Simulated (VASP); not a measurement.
# RbLuS3 in VASP: density of states with PBE

Aim: the density of states of RbLuS3 with PBE.

All numbers are computed with VASP 6.6.1; they aren't measurements. Logs are shortened: lines on timing, memory, paths and dates and some standing lists are left out, and cuts for length are marked.

## 1. The cell of the first run

The typed cell holds 10 atoms: a = 7.189 Å, b = 7.189 Å, c = 6.095 Å, α = 90.00°, β = 90.00°, γ = 120.00°.

## 2. Density of states, PBE

Contents of POSCAR:

```
RbLuS3
1.0
    7.1894260000      0.0000000000      0.0000000000
   -3.5947130000      6.2262290000      0.0000000000
    0.0000000000      0.0000000000      6.0947070000
Lu Rb S
2 2 6
Direct
    0.0000000000      0.0000000000      0.0000000000
    0.0000000000      0.0000000000      0.5000000000
    0.3333000000      0.6667000000      0.7500000000
    0.6666000000      0.3333000000      0.2500000000
    0.1666000000      0.3332000000      0.2500000000
    0.8334000000      0.1666000000      0.7500000000
    0.6668000000      0.8334000000      0.2500000000
    0.8334000000      0.6668000000      0.7500000000
    0.1666000000      0.8334000000      0.2500000000
    0.3332000000      0.1666000000      0.7500000000
```

Contents of INCAR.step1:

```
SYSTEM = RbLuS3
  PREC = Accurate
  ENCUT = 520
  EDIFF = 1E-6
  ISMEAR = -1
  SIGMA = 0.1
  LREAL = .False.
  LASPH = .True.
  NELM = 120
  ALGO = Normal
  ISIF = 2
  LWAVE = .False.
  LCHARG = .True.
  GGA = PE
  NBANDS = 63
  GGA_COMPAT = .False.
  NEDOS = 2001
  LORBIT = 11
  KPAR = 4
```

Contents of KPOINTS.step1:

```
regular mesh
0
Gamma
  6 6 6
  0 0 0
```

Contents of INCAR.step2:

```
SYSTEM = RbLuS3
  PREC = Accurate
  ENCUT = 520
  EDIFF = 1E-6
  ISMEAR = -5
  SIGMA = 0.1
  LREAL = .False.
  LASPH = .True.
  NELM = 120
  ALGO = Normal
  ISIF = 2
  LWAVE = .False.
  LCHARG = .False.
  GGA = PE
  LORBIT = 11
  NEDOS = 2001
  ICHARG = 11
  GGA_COMPAT = .False.
  KPAR = 4
```

Contents of KPOINTS.step2:

```
regular mesh
0
Gamma
  9 9 9
  0 0 0
```

Potentials or basis: VASP PAW PBE potentials, release 64 (Lu, Rb_sv, S).

Command:

```sh
cat potpaw_PBE.64/Lu/POTCAR potpaw_PBE.64/Rb_sv/POTCAR potpaw_PBE.64/S/POTCAR > POTCAR
cp INCAR.step1 INCAR
cp KPOINTS.step1 KPOINTS
mpirun -np 4 vasp_std > vasp.out
cp INCAR.step2 INCAR
cp KPOINTS.step2 KPOINTS
mpirun -np 4 vasp_std > vasp.out
```

OUTCAR:

```text
SYSTEM = RbLuS3
   PREC = Accurate
   ENCUT = 520
   EDIFF = 1E-6
   ISMEAR = -5
   LREAL = .False.
   LASPH = .True.
   NELM = 120
   ISIF = 2
   GGA = PE
   LORBIT = 11
   ICHARG = 11

 ion  position               nearest neighbor table
   1  0.000  0.000  0.000-   7 2.57  10 2.57   9 2.57   6 2.57   5 2.57   8 2.57   2 3.05   2 3.05
                             3 4.42   4 4.42   4 4.42   3 4.42   4 4.42   3 4.42
   2  0.000  0.000  0.500-   7 2.57  10 2.57   9 2.57   6 2.57   5 2.57   8 2.57   1 3.05   1 3.05
                             3 4.42   4 4.42   4 4.42   3 4.42   4 4.42   3 4.42
   3  0.333  0.667  0.750-   8 3.59  10 3.59   6 3.59   6 3.59   8 3.60  10 3.60   9 3.69   9 3.69
                             7 3.69   7 3.69   5 3.69   5 3.69   1 4.42   2 4.42   1 4.42   2 4.42
   4  0.667  0.333  0.250-   5 3.59   9 3.59   7 3.59   7 3.59   5 3.60   9 3.60  10 3.69  10 3.69
                             6 3.69   6 3.69   8 3.69   8 3.69   1 4.42   2 4.42   1 4.42   2 4.42
   5  0.167  0.333  0.250-   1 2.57   2 2.57   4 3.59   4 3.60   3 3.69   3 3.69
   6  0.833  0.167  0.750-   1 2.57   2 2.57   3 3.59   3 3.59   4 3.69   4 3.69
   7  0.667  0.833  0.250-   1 2.57   2 2.57   4 3.59   4 3.59   3 3.69   3 3.69
   8  0.833  0.667  0.750-   1 2.57   2 2.57   3 3.59   3 3.60   4 3.69   4 3.69
   9  0.167  0.833  0.250-   1 2.57   2 2.57   4 3.59   4 3.60   3 3.69   3 3.69
  10  0.333  0.167  0.750-   1 2.57   2 2.57   3 3.59   3 3.60   4 3.69   4 3.69

  LATTYP: Found a hexagonal cell.
 ALAT       =     7.1894260000
 C/A-ratio  =     0.8477320721

  Lattice vectors:

 A1 = (   7.1894260000,   0.0000000000,   0.0000000000)
 A2 = (  -3.5947130000,   6.2262290000,   0.0000000000)
 A3 = (   0.0000000000,   0.0000000000,   6.0947070000)

Analysis of symmetry for initial positions (statically):
=====================================================================
 Subroutine PRICEL returns:
 Original cell was already a primitive cell.

 Routine SETGRP: Setting up the symmetry group for a
 hexagonal supercell.

 Subroutine GETGRP returns: Found  4 space group operations
 (whereof  2 operations were pure point group operations)
 out of a pool of 24 trial point group operations.

The static configuration has the point symmetry C_2 .
 The point group associated with its full space group is C_2v.

Analysis of symmetry for dynamics (positions and initial velocities):
=====================================================================
 Subroutine PRICEL returns:
 Original cell was already a primitive cell.

 Routine SETGRP: Setting up the symmetry group for a
 hexagonal supercell.

[... 146 lines left out ...]
  Thomas-Fermi vector in A             =   2.323191
   LORBIT       =     11    0 simple, 1 ext, 2 COOP (PROOUT), +10 PAW based schemes
   GGA     = PE    functional components
   LHFCALC =     F    Hartree Fock is set to
   AEXX    =    0.0000 exact exchange contribution
   IVDW    =     0    specifies the selected vdW correction
   LEPSILON=     F    determine dielectric tensor
   LRPA    =     F    only Hartree local field effects (RPA)
 non-spin polarized calculation
 Fermi weights with tetrahedron method with Bloechl corrections
  energy-cutoff  :      520.00
  volume of cell :      272.82
 maximum number of plane-waves:      7385
 NGX is ok and might be reduce to    54

 number of electron     104.0000048 magnetization

 Free energy of the ion-electron system (eV)
  ---------------------------------------------------
  ext. energy  EPLUGINS =         0.00000000
  ---------------------------------------------------
  free energy    TOTEN  =       -45.25807966 eV

  energy without entropy =      -45.25807966  energy(sigma->0) =      -45.25807966

 E-fermi :   0.9627     XC(G=0):  -8.8445

 val. band max:        1.0013854052   @ k =   0.1111   0.0000   0.4444
 cond. band min:       0.9438932557   @ k =  -0.1111   0.3333   0.3333
 fundamental gap:     -0.0574921494
 Fermi energy:         0.9627322650

 k-point     1 :       0.0000    0.0000    0.0000
  band No.  band energies     occupation
      1     -53.4514      2.00000
      2     -53.3980      2.00000
      3     -24.7786      2.00000
      4     -24.3190      2.00000
      5     -24.3150      2.00000
      6     -24.2389      2.00000
[... 1549 lines left out ...]
     61       7.4795      0.00000
     62       7.6231      0.00000

 [... further k-points ...]
[... 5 lines left out ...]
  --------------------------------------------------------------------------------------
  -------------------------------------------------------------------------------------
  Total        0.9500233      0.9556986     11.5220994      0.0000000      0.0000000      0.0000000
  in kB        5.5792102      5.6125395     67.6659305      0.0000000      0.0000000      0.0000000
  external PRESSURE =      26.2858934 kB  Pullay stress =       0.0000000 kB

 VOLUME and BASIS-vectors are now :
 -----------------------------------------------------------------------------
  energy-cutoff  :      520.00
  volume of cell :      272.82
      direct lattice vectors                 reciprocal lattice vectors
     7.189426000  0.000000000  0.000000000     0.139093163  0.080305430  0.000000000
    -3.594713000  6.226229000  0.000000000     0.000000000  0.160610861  0.000000000
     0.000000000  0.000000000  6.094707000     0.000000000  0.000000000  0.164076796

 POSITION                                       TOTAL-FORCE (eV/Angst)
 -----------------------------------------------------------------------------------
      0.00000      0.00000      0.00000        -0.000203      0.000000      0.000000
      0.00000      0.00000      3.04735        -0.000203      0.000000      0.000000
     -0.00036      4.15103      4.57103         0.000446     -0.000306      0.000000
      3.59435      2.07520      1.52368         0.000446      0.000306      0.000000
      0.00000      2.07458      1.52368        -0.000154      0.555027      0.000000
      5.39279      1.03729      4.57103        -0.480698      0.277522      0.000000
      1.79808      5.18894      1.52368        -0.480698     -0.277522      0.000000
      3.59471      4.15165      4.57103        -0.000154     -0.555027      0.000000
     -1.79808      5.18894      1.52368         0.480609     -0.277647      0.000000
      1.79664      1.03729      4.57103         0.480609      0.277647     -0.000000
 -----------------------------------------------------------------------------------
    total drift:                               -0.000073     -0.000000      0.000000

  FREE ENERGIE OF THE ION-ELECTRON SYSTEM (eV)
  ---------------------------------------------------
  free  energy   TOTEN  =       -45.2580796634 eV

  energy  without entropy=      -45.2580796634  energy(sigma->0) =      -45.25807966

 total charge

# of ion       s       p       d       f       tot
--------------------------------------------------
    1        2.276   6.146   1.051  14.017  23.490
    2        2.276   6.146   1.051  14.017  23.490
    3        1.937   5.351   0.019   0.000   7.307
    4        1.937   5.351   0.019   0.000   7.307
    5        1.358   2.330   0.000   0.000   3.688
    6        1.358   2.330   0.000   0.000   3.688
    7        1.358   2.330   0.000   0.000   3.688
    8        1.358   2.330   0.000   0.000   3.688
    9        1.358   2.330   0.000   0.000   3.688
   10        1.358   2.330   0.000   0.000   3.688
--------------------------------------------------
tot         16.573  36.972   2.140  28.035  83.721
```

OUTCAR.step1:

```text
SYSTEM = RbLuS3
   PREC = Accurate
   ENCUT = 520
   EDIFF = 1E-6
   ISMEAR = -1
   LREAL = .False.
   LASPH = .True.
   NELM = 120
   ISIF = 2
   GGA = PE
[... 1853 lines left out ...]
 total charge

# of ion       s       p       d       f       tot
--------------------------------------------------
    1        2.275   6.146   1.048  14.019  23.489
    2        2.275   6.146   1.048  14.019  23.489
    3        1.937   5.350   0.019   0.000   7.307
    4        1.937   5.350   0.019   0.000   7.307
    5        1.358   2.333   0.000   0.000   3.691
    6        1.358   2.333   0.000   0.000   3.691
    7        1.358   2.333   0.000   0.000   3.691
    8        1.358   2.333   0.000   0.000   3.691
    9        1.358   2.333   0.000   0.000   3.691
   10        1.358   2.333   0.000   0.000   3.691
--------------------------------------------------
tot         16.571  36.991   2.135  28.039  83.735
```

It took 9.9 min on 4 MPI ranks of Intel Xeon 6975P-C (Granite Rapids), shared host; peak memory 1.6 GiB.

What came out:

```
Valence electrons inside the program's atomic spheres : Lu 23.49; Rb 7.31; S 3.69
```

Caveat: spin-orbit coupling is left out, which moves the levels of the heavy elements; tetrahedron occupations give inexact forces and stress in metals.
